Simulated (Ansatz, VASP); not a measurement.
# Ag in VASP and in Ansatz

```
CELL_PARAMETERS angstrom
0.00000 2.06323 2.07360
2.08396 0.00000 2.07360
2.08396 2.06323 0.00000
ATOMIC_POSITIONS crystal
Ag 0.00000 0.00000 0.00000
```

Change from the starting cell: strain +0.0050 x Voigt [1, -1, 0, 0, 0, 0], atoms carried along.

Alike in both runs: task single point; functional PBE; k mesh 24 × 24 × 24; occupations gaussian, width 0.15 eV; no spin polarisation.

|  | VASP | Ansatz |
| --- | --- | --- |
| version | VASP 6.6.1 | Ansatz 0.2.0 |
| potentials or method | VASP PAW PBE potentials, release 64 (Ag), cutoff 520 eV | scalar-relativistic, plane waves, PAW |
| valence electrons in the cell | 11 | 19 |

|  | VASP | Ansatz | Ansatz less VASP |
| --- | --- | --- | --- |
| gap on the k mesh at the Fermi level (eV) | none | none | - |
| pressure (GPa) | 0.0 | 0.0 | +0.06 |
| traceless stress, the component that is largest in VASP (GPa) | -0.19 | -0.19 | -0.002 |

A gap of «none» marks a metal or a gap that the smearing closes. With one functional, cell and mesh, what is left measures potentials, basis and numerics. VASP's potentials hold 11 valence electrons a cell and Ansatz's 19, so a difference there can come from the potentials and not from the codes.
